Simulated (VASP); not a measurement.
# SnO2 (R-3m) in VASP: further runs, part 2 of 2

VASP 6.6.1. The steps go on from the part before.

## Step 4: Single point, LDA (13.92 Å³/atom)

This run uses another cell than the first one, of 13.92 Å³/atom.

INCAR reads:

```
PREC = Accurate ; ENCUT = 520
EDIFF = 1E-6 ; ISMEAR = -1
SIGMA = 0.05 ; LREAL = F
LASPH = T ; NELM = 100
ALGO = Normal ; ISIF = 2
LWAVE = F ; LCHARG = F
GGA = CA ; NBANDS = 20
```

KPOINTS reads:

```
regular mesh
0
Gamma
  10 10 10
```

POSCAR reads:

```
SnO2
1.0
    1.5952377869      0.9210109657      4.7357117578
   -1.5952377869      0.9210109657      4.7357117578
    0.0000000000     -1.8420219315      4.7357117578
Sn O
1 2
Direct
    0.5000000000      0.5000000000      0.5000000000
    0.7628300000      0.7628300000      0.7628300000
    0.2371700000      0.2371700000      0.2371700000
```

Launch:

```sh
> cat potpaw_LDA.64/Sn_d/POTCAR potpaw_LDA.64/O/POTCAR > POTCAR
> mpirun -np 1 vasp_std > vasp.out
```

It took 2.8 min on 1 thread of Intel Xeon 8259CL, shared host; peak memory 0.25 GiB.

The run converged. Its results:

```
Free energy            : -20.4967 eV
Pressure               : -2.7 GPa
Largest force          : 0.184 eV/Å
Band gap on the k mesh : 2.04 eV (least direct gap 2.20 eV)
```

Forces in eV/Å, atoms in the order of the input:
```
Sn   0.000  0.000  0.000
O    0.000  0.000  0.184
O    0.000  0.000 -0.184
```

Stress tensor (GPa, compression positive):
```
-2.13  0.00  0.00
 0.00 -2.13  0.00
 0.00  0.00 -3.91
```

Levels at points of the mesh, in eV from the valence-band top:
```tsv
k point	band 10	band 11	band 12	band 13	band 14	band 15	band 16	band 17
(0.00, 0.00, 0.00)	-1.35	-0.90	-0.90	-0.17	2.04	5.70	11.12	11.12
(0.50, 0.00, 0.00)	-3.11	-1.55	-0.61	-0.60	5.54	7.75	10.06	12.33
(0.50, 0.50, 0.00)	-3.21	-1.19	-0.45	-0.01	5.22	6.90	10.85	11.15
(0.50, 0.50, 0.50)	-1.41	-1.41	-0.84	-0.84	3.37	5.69	11.31	11.31
```

Caveat: spin-orbit coupling is left out, which moves the levels of the heavy elements. A k mesh can miss the band edges.

## Step 5: Single point, LDA (15.08 Å³/atom)

This run uses another cell than the first one, of 15.08 Å³/atom.

INCAR reads:

```
  PREC = Accurate
  ENCUT = 520
  EDIFF = 1E-6
  ISMEAR = -1
  SIGMA = 0.05
  LREAL = False
  LASPH = True
  NELM = 80
  ALGO = Normal
  ISIF = 2
  LWAVE = False
  LCHARG = False
  GGA = CA
  NBANDS = 20
```

KPOINTS reads:

```
Automatic mesh
0
Gamma
  10 10 10
```

POSCAR reads:

```
SnO2
1.0
    1.6383730560      0.9459151249      4.8637655204
   -1.6383730560      0.9459151249      4.8637655204
    0.0000000000     -1.8918302499      4.8637655204
Sn O
1 2
Direct
    0.5000000000      0.5000000000      0.5000000000
    0.7628300000      0.7628300000      0.7628300000
    0.2371700000      0.2371700000      0.2371700000
```

Launch:

```sh
> cat potpaw_LDA.64/Sn_d/POTCAR potpaw_LDA.64/O/POTCAR > POTCAR
> mpirun -np 1 vasp_std > vasp.out
```

Run time: 2.9 min. Hardware: 1 thread of Intel Xeon 8259CL, shared host; peak memory 0.26 GiB.

The run converged. Its results:

| Quantity | Value |
| --- | --- |
| Free energy | -20.3222 eV |
| Pressure | -12.9 GPa |
| Largest force | 0.978 eV/Å |
| Band gap on the k mesh | 1.54 eV (least direct gap 1.63 eV) |

Forces in eV/Å, atoms in the order of the input:
```
Sn   0.000  0.000  0.000
O    0.000  0.000  0.978
O    0.000  0.000 -0.978
```

Stress tensor (GPa, compression positive):
```
-14.56   0.00   0.00
  0.00 -14.56   0.00
  0.00   0.00  -9.65
```

Levels at points of the mesh, in eV from the valence-band top:
| k point | band 9 | band 10 | band 11 | band 12 | band 13 | band 14 | band 15 | band 16 | band 17 | band 18 |
| --- | --- | --- | --- | --- | --- | --- | --- | --- | --- | --- |
| (0.00, 0.00, 0.00) | -1.26 | -1.26 | -0.91 | -0.91 | -0.10 | 1.54 | 5.31 | 10.39 | 10.39 | 11.01 |
| (0.50, 0.00, 0.00) | -4.04 | -2.88 | -1.42 | -0.62 | -0.54 | 4.77 | 7.25 | 9.48 | 11.85 | 11.94 |
| (0.50, 0.50, 0.00) | -4.26 | -2.96 | -1.11 | -0.49 | -0.03 | 4.52 | 6.47 | 10.09 | 10.76 | 11.89 |
| (0.50, 0.50, 0.50) | -1.32 | -1.32 | -1.22 | -0.86 | -0.86 | 2.77 | 5.23 | 10.55 | 10.55 | 11.63 |

Caveat: the cell stands under tension; spin-orbit coupling is left out, which moves the levels of the heavy elements. A k mesh can miss the band edges.

## Step 6: Single point, LDA

This run uses another cell than the first one, of 12.13 Å³/atom.

INCAR reads:

```
  PREC = Accurate
  ENCUT = 520
  EDIFF = 1E-6
  ISMEAR = -1
  SIGMA = 0.05
  LREAL = False
  LASPH = True
  NELM = 60
  ALGO = Normal
  ISIF = 2
  LWAVE = False
  LCHARG = True
  LELF = True
  LVHAR = True
  NBANDS = 20
```

KPOINTS reads:

```
regular mesh
0
Gamma
  8 8 8
```

POSCAR reads:

```
SnO2
1.0
    1.6040045060      0.9260724333      4.0821318112
   -1.6040045060      0.9260724333      4.0821318112
    0.0000000000     -1.8521448667      4.0821318112
Sn O
1 2
Direct
    0.5000000000      0.5000000000      0.5000000000
    0.7548105465      0.7548105465      0.7548105465
    0.2451894535      0.2451894535      0.2451894535
```

Potentials or basis: VASP PAW LDA potentials, release 64 (Sn_d, O).

Launch:

```sh
> cat potpaw_LDA.64/Sn_d/POTCAR potpaw_LDA.64/O/POTCAR > POTCAR
> mpirun -np 1 vasp_std > vasp.out
```

OUTCAR:

```text
PREC = Accurate
   ENCUT = 520
   EDIFF = 1E-6
   ISMEAR = -1
   LREAL = False
   LASPH = True
   NELM = 60
   ISIF = 2

 ion  position               nearest neighbor table
   1  0.500  0.500  0.500-   3 2.09   3 2.09   2 2.09   2 2.09   3 2.09   2 2.09
   2  0.755  0.755  0.755-   1 2.09   1 2.09   1 2.09
   3  0.245  0.245  0.245-   1 2.09   1 2.09   1 2.09

  LATTYP: Found a trigonal (rhomboedric) cell.
 ALAT       =     4.4826600062
 COS(alpha) =     0.7439235958

  Lattice vectors:

 A1 = (   1.6040045060,   0.9260724333,   4.0821318112)
 A2 = (  -1.6040045060,   0.9260724333,   4.0821318112)
 A3 = (   0.0000000000,  -1.8521448667,   4.0821318112)

Analysis of symmetry for initial positions (statically):
=====================================================================
 Subroutine PRICEL returns:
 Original cell was already a primitive cell.

 Routine SETGRP: Setting up the symmetry group for a
 trigonal (rhombohedral) supercell.

 Subroutine GETGRP returns: Found 12 space group operations
 (whereof 12 operations were pure point group operations)
 out of a pool of 12 trial point group operations.

The static configuration has the point symmetry D_3d.

Analysis of symmetry for dynamics (positions and initial velocities):
=====================================================================
 Subroutine PRICEL returns:
 Original cell was already a primitive cell.

 Routine SETGRP: Setting up the symmetry group for a
 trigonal (rhombohedral) supercell.

 Subroutine GETGRP returns: Found 12 space group operations
 (whereof 12 operations were pure point group operations)
 out of a pool of 12 trial point group operations.

The dynamic configuration has the point symmetry D_3d.

 Subroutine INISYM returns: Found 12 space group operations
 (whereof 12 operations are pure point group operations),
 and found     1 'primitive' translations

----------------------------------------------------------------------------------------

                                     Primitive cell

  volume of cell :      36.3822

  direct lattice vectors                    reciprocal lattice vectors
     1.604004506  0.926072433  4.082131811     0.311719823  0.179971523  0.081656681
    -1.604004506  0.926072433  4.082131811    -0.311719823  0.179971523  0.081656681
     0.000000000 -1.852144867  4.082131811     0.000000000 -0.359943047  0.081656681

  length of vectors
     4.482660006  4.482660006  4.482660006     0.369089163  0.369089163  0.369089163

  position of ions in fractional coordinates (direct lattice)
     0.500000000  0.500000000  0.500000000
     0.754810547  0.754810547  0.754810547
     0.245189453  0.245189453  0.245189453

  ion indices of the primitive-cell ions
   primitive index   ion index
                 1           1
                 2           2
                 3           3

----------------------------------------------------------------------------------------

 KPOINTS: regular mesh

Automatic generation of k-mesh.
 Grid dimensions read from file:
 generate k-points for:    8    8    8

 Generating k-lattice:

  Cartesian coordinates                     Fractional coordinates (reciprocal lattice)
     0.038964978  0.022496440  0.010207085     0.125000000  0.000000000  0.000000000
    -0.038964978  0.022496440  0.010207085     0.000000000  0.125000000  0.000000000
     0.000000000 -0.044992881  0.010207085     0.000000000  0.000000000  0.125000000

  Length of vectors
     0.046136145  0.046136145  0.046136145

  Shift w.r.t. Gamma in fractional coordinates (k-lattice)
     0.000000000  0.000000000  0.000000000

 Subroutine IBZKPT returns following result:
 ===========================================

 Found     65 irreducible k-points:

 Following reciprocal coordinates:
            Coordinates               Weight
  0.000000  0.000000  0.000000      1.000000
  0.125000  0.000000 -0.000000      6.000000
  0.250000  0.000000 -0.000000      6.000000
  0.375000 -0.000000 -0.000000      6.000000
  0.500000  0.000000 -0.000000      3.000000
  0.125000  0.125000 -0.000000      6.000000
[... 16 lines left out ...]
  0.250000  0.125000  0.125000      6.000000
  0.375000  0.125000  0.125000      6.000000
 [... further k-points ...]
   k-points           NKPTS =     65   k-points in BZ     NKDIM =     65   number of bands    NBANDS=     20
   number of dos      NEDOS =    301   number of ions     NIONS =      3
   total plane-waves  NPLWV =  46656
   dimension x,y,z NGX =    36 NGY =   36 NGZ =   36
   dimension x,y,z NGXF=    72 NGYF=   72 NGZF=   72
   ions per type =               1   2
   NGX,Y,Z   is equivalent  to a cutoff of  13.35, 13.35, 13.35 a.u.
   NGXF,Y,Z  is equivalent  to a cutoff of  26.70, 26.70, 26.70 a.u.
 SYSTEM =  unknown system
   PREC   = accura    normal or accurate (medium, high low for compatibility)
   ISTART =      0    job   : 0-new  1-cont  2-samecut
   ICHARG =      2    charge: 1-file 2-atom 10-const
   ISPIN  =      1    spin polarized calculation?
   LNONCOLLINEAR =      F non collinear calculations
   LSORBIT =      F    spin-orbit coupling
   LASPH  =      T    aspherical Exc in radial PAW
   ENCUT  =  520.0 eV  38.22 Ry    6.18 a.u.   8.33  8.33  8.33*2*pi/ulx,y,z
   NELM   =     60;   NELMIN=  2; NELMDL= -5     # of ELM steps
   EDIFF  = 0.1E-05   stopping-criterion for ELM
   LREAL  =      F    real-space projection
   EDIFFG = 0.1E-04   stopping-criterion for IOM
   NSW    =      0    number of steps for IOM
   IBRION =     -1    ionic relax: 0-MD 1-quasi-New 2-CG
   NFREE  =      0    steps in history (QN), initial steepest desc. (CG)
   ISIF   =      2    stress and relaxation
   ISYM   =      2    0-nonsym 1-usesym 2-fastsym
   POTIM  = 0.5000    time-step for ionic-motion
   TEBEG  =    0.0;   TEEND  =   0.0 temperature during run
   PSTRESS=    0.0 pullay stress
   NELECT =      26.0000    total number of electrons
   NUPDOWN=      -1.0000    fix difference up-down
   EMIN   =  10.00;   EMAX   =-10.00  energy-range for DOS
   EFERMI =   0.00;   METHOD = LEGACY
   ISMEAR =    -1;   SIGMA  =   0.05  broadening in eV -4-tet -1-fermi 0-gaus
   EFERMI_NEDOS =   21; number of points for ismear=-14 and -15
   IALGO  =     38    algorithm
   IMIX   =      4    mixing-type and parameters
     AMIX     =   0.40;   BMIX     =  1.00
     AMIX_MAG =   1.60;   BMIX_MAG =  1.00
  volume/ion in A,a.u.               =      12.13        81.84
  Fermi-wavevector in a.u.,A,eV,Ry     =   1.463647  2.765892 29.147251  2.142262
  Thomas-Fermi vector in A             =   2.579717
   LORBIT       =      0    0 simple, 1 ext, 2 COOP (PROOUT), +10 PAW based schemes
   GGA     = CA    functional components
   LHFCALC =     F    Hartree Fock is set to
   AEXX    =    0.0000 exact exchange contribution
   IVDW    =     0    specifies the selected vdW correction
   LEPSILON=     F    determine dielectric tensor
   LRPA    =     F    only Hartree local field effects (RPA)
 non-spin polarized calculation
  energy-cutoff  :      520.00
  volume of cell :       36.38
 maximum number of plane-waves:       992
 NGX is ok and might be reduce to    36
   NGX = 17   NGY = 17   NGZ = 17

 number of electron      25.9999998 magnetization

 Free energy of the ion-electron system (eV)
  ---------------------------------------------------
  ext. energy  EPLUGINS =         0.00000000
  ---------------------------------------------------
  free energy    TOTEN  =       -20.56039727 eV

  energy without entropy =      -20.56039727  energy(sigma->0) =      -20.56039727

 E-fermi :   6.3462     XC(G=0): -11.6855

 val. band max:        5.5052399339   @ k =   0.0000   0.0000   0.0000
 cond. band min:       7.0668763855   @ k =   0.0000   0.0000   0.0000
 fundamental gap:      1.5616364516
 Fermi energy:         6.3461662338

 k-point     1 :       0.0000    0.0000    0.0000
  band No.  band energies     occupation
      1     -14.7781      2.00000
      2     -14.4693      2.00000
      3     -14.4693      2.00000
      4     -14.2225      2.00000
      5     -14.2225      2.00000
      6     -12.9596      2.00000
[... 12 lines left out ...]
     19      22.2214      0.00000
     20      22.2215      0.00000
[... 507 lines left out ...]
 k-point    24 :       0.3750    0.1250    0.1250
  band No.  band energies     occupation
      1     -14.9779      2.00000
      2     -14.4714      2.00000
      3     -14.3695      2.00000
      4     -14.2874      2.00000
      5     -14.1984      2.00000
      6     -12.3332      2.00000
[... 12 lines left out ...]
     19      19.6505      0.00000
     20      22.2166      0.00000

 [... further k-points ...]

------------------------ aborting loop because EDIFF is reached ----------------------------------------

  FORCE on cell =-STRESS in cart. coord.  units (eV):
  Direction    XX          YY          ZZ          XY          YZ          ZX
  --------------------------------------------------------------------------------------
  -------------------------------------------------------------------------------------
  Total        0.2864753      0.2864753      0.0540493     -0.0000000     -0.0000000      0.0000000
  in kB       12.6156281     12.6156281      2.3801921     -0.0000000     -0.0000000      0.0000000
  external PRESSURE =       9.2038161 kB  Pullay stress =       0.0000000 kB

 VOLUME and BASIS-vectors are now :
 -----------------------------------------------------------------------------
  energy-cutoff  :      520.00
  volume of cell :       36.38
      direct lattice vectors                 reciprocal lattice vectors
     1.604004506  0.926072433  4.082131811     0.311719823  0.179971523  0.081656681
    -1.604004506  0.926072433  4.082131811    -0.311719823  0.179971523  0.081656681
     0.000000000 -1.852144867  4.082131811     0.000000000 -0.359943047  0.081656681

 POSITION                                       TOTAL-FORCE (eV/Angst)
 -----------------------------------------------------------------------------------
      0.00000     -0.00000      6.12320         0.000000     -0.000000     -0.000000
      0.00000     -0.00000      9.24371         0.000000      0.000000     -0.060367
      0.00000     -0.00000      3.00269         0.000000     -0.000000      0.060367
 -----------------------------------------------------------------------------------
    total drift:                               -0.000000     -0.000000      0.000000

  FREE ENERGIE OF THE ION-ELECTRON SYSTEM (eV)
  ---------------------------------------------------
  free  energy   TOTEN  =       -20.5603972750 eV

  energy  without entropy=      -20.5603972711  energy(sigma->0) =      -20.56039727
```

stdout:

```text
POSCAR found type information on POSCAR SnO
 POSCAR found :  2 types and       3 ions
 scaLAPACK will be used
 LDA part: xc-table for (Slater(with rela. corr.)+CA(PZ))
 , standard interpolation
 POSCAR, INCAR and KPOINTS ok, starting setup
 FFT: planning ... GRIDC
 FFT: planning ... GRID_SOFT
 FFT: planning ... GRID
 WAVECAR not read
 entering main loop
```

Wall time 71 s (1 thread of Intel Xeon 6975P-C (Granite Rapids), shared host); peak memory 0.19 GiB.

What came out:

```yaml
Free_energy: -20.5604 eV
Pressure: 0.9 GPa
Largest_force: 0.060 eV/Å
Band_gap_on_the_k_mesh: 1.56 eV
```

Forces in eV/Å, atoms in the order of the input:
```
Sn   0.000  0.000  0.000
O    0.000  0.000 -0.060
O    0.000  0.000  0.060
```

Caveat: spin-orbit coupling is left out, which moves the levels of the heavy elements. A k mesh can miss the band edges.

## Step 7: The runs side by side

| level | potentials or basis | cell | k mesh | gap on the mesh (eV) | pressure (GPa) | largest force (eV/Å) |
| --- | --- | --- | --- | --- | --- | --- |
| r2SCAN | VASP PAW PBE potentials, release 64 (Sn_d, O) | a = 5.252 Å, angles 36.6°, 3 atoms, atomic positions A | 10 × 10 × 10 | 2.04 | -13.3 | 1.11 |
| LDA | VASP PAW LDA potentials, release 64 (Sn_d, O) | a = 5.046 Å, angles 36.6°, 3 atoms, atomic positions A | 10 × 10 × 10 | 2.18 | 0.7 | 0.06 |
| LDA | VASP PAW LDA potentials, release 64 (Sn_d, O) | a = 5.081 Å, angles 36.6°, 3 atoms, atomic positions A | 10 × 10 × 10 | 2.04 | -2.7 | 0.18 |
| LDA | VASP PAW LDA potentials, release 64 (Sn_d, O) | a = 5.219 Å, angles 36.6°, 3 atoms, atomic positions A | 10 × 10 × 10 | 1.54 | -12.9 | 0.98 |
| LDA | VASP PAW LDA potentials, release 64 (Sn_d, O) | a = 4.483 Å, angles 41.9°, 3 atoms, atomic positions B | 8 × 8 × 8 | 1.56 | 0.9 | 0.06 |

Alike in all rows: task single point; no spin polarisation; cutoff (eV) 520; smearing fermi-dirac 0.05 eV.

Caveats: spin-orbit coupling is left out, which moves the levels of the heavy elements; the cell stands under tension (at least some runs); the PAW data sets were made with another functional, which shifts forces and pressure a little (at least some runs).

Absolute energies hang on the potentials; compare differences alone.
